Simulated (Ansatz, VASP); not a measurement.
## Two plane-wave programs on MgO

POSCAR

```
MgO
1.0
    3.4129560368      0.0000000000      0.0000000000
   -1.7064780184      2.9557066298      0.0000000000
    0.0000000000      0.0000000000      4.0998785786
Mg O
2 2
Direct
    0.6666666667      0.3333333333      0.7500000000
    0.3333333333      0.6666666667      0.2500000000
    0.6666666667      0.3333333333      0.2500000000
    0.3333333333      0.6666666667      0.7500000000
```

File INCAR.step1:

```
SYSTEM = MgO
PREC     = Accurate       ! precision mode
ENCUT    = 520            ! plane-wave cutoff, eV
ISMEAR   = 0              ! smearing method
SIGMA    = 0.01           ! smearing width, eV
LREAL    = .False.        ! projectors in reciprocal space
LASPH    = .True.         ! aspherical terms in the spheres
NELM     = 100            ! most SCF steps
NBANDS   = 16             ! bands
GGA      = PE             ! functional
ALGO     = Normal         ! electronic algorithm
EDIFF    = 1E-4           ! SCF threshold, eV
LWAVE    = .True.         ! write WAVECAR
LCHARG   = .False.        ! write CHGCAR
```

INCAR.step2

```
SYSTEM = MgO
PREC     = Accurate       ! precision mode
ENCUT    = 520            ! plane-wave cutoff, eV
EDIFF    = 1E-7           ! SCF threshold, eV
ISMEAR   = 0              ! smearing method
SIGMA    = 0.01           ! smearing width, eV
LREAL    = .False.        ! projectors in reciprocal space
LASPH    = .True.         ! aspherical terms in the spheres
NELM     = 100            ! most SCF steps
ALGO     = Normal         ! electronic algorithm
ISIF     = 2              ! what is computed and relaxed
LWAVE    = .False.        ! write WAVECAR
LCHARG   = .False.        ! write CHGCAR
METAGGA  = R2SCAN         ! meta-GGA
LMIXTAU  = .True.       
NBANDS   = 16             ! bands
ISTART   = 1
```

Contents of KPOINTS:

```
Automatic mesh
0
Gamma
  9 9 6
  0 0 0
```

Input for Ansatz:

```yaml
crystal:
  lattice:
    - [3.4129560368, 0.0, 0.0]
    - [-1.7064780184, 2.9557066298, 0.0]
    - [0.0, 0.0, 4.0998785786]
  atoms:
    - { symbol: Mg, position: [0.6666666667, 0.3333333333, 0.75] }
    - { symbol: Mg, position: [0.3333333333, 0.6666666667, 0.25] }
    - { symbol: O, position: [0.6666666667, 0.3333333333, 0.25] }
    - { symbol: O, position: [0.3333333333, 0.6666666667, 0.75] }
kpoints:
  mp_grid: { grid: [9, 9, 6] }
hamiltonian:
  xc: r2scan
scf:
  occupations: { method: fixed }
  n_extra_bands: 5
output:
  forces: true
  stress: true
  eigenvalues: true
```

Alike in both runs: task single point; functional r2SCAN; k mesh 9 × 9 × 6; no spin polarisation.

|  | VASP | Ansatz |
| --- | --- | --- |
| version | VASP 6.6.1 | Ansatz 0.2.0 |
| potentials or method | VASP PAW PBE potentials, release 64 (Mg, O) | plane waves, PAW |
| plane-wave cutoff (eV) | 520 | 500 |
| occupations | gaussian, width 0.01 eV | fixed |
| valence electrons in the cell | 16 | 32 |

```tsv
	VASP	Ansatz	Ansatz less VASP
gap on the k mesh at the Fermi level (eV)	4.42	4.43	+0.013
pressure (GPa)	9.0	9.7	+0.74
traceless stress, the component that is largest in VASP (GPa)	0.22	0.43	+0.211
```

VASP's potentials were made for PBE, not for r2SCAN. VASP's potentials hold 16 valence electrons a cell and Ansatz's 32, so a difference there can come from the potentials and not from the codes.
